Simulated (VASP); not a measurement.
Input of a VASP 6.6.1 run:

File INCAR:

```
ALGO = Normal ; EDIFF = 1E-6
ENCUT = 520 ; GGA = PE
ISIF = 2 ; ISMEAR = -1
LASPH = T ; LCHARG = F
LREAL = F ; LWAVE = F
NBANDS = 12 ; NELM = 80
PREC = Accurate ; SIGMA = 0.1
```

KPOINTS

```
k-points
0
Gamma
  14 14 14
```

Contents of POSCAR:

```
Nb
1.0
    0.0000000000      2.1915795260      2.1915795260
    2.1915795260      0.0000000000      2.1915795260
    2.1915795260      2.1915795260      0.0000000000
Nb
1
Direct
    0.0000000000      0.0000000000      0.0000000000
```

Potentials or basis: VASP PAW PBE potentials, release 64 (Nb_sv).

Launch:

```bash
$ cat potpaw_PBE.64/Nb_sv/POTCAR > POTCAR
$ mpirun -np 1 vasp_std > vasp.out
```

Question: What does it give for the pressure?

Answer: -15.3 GPa.
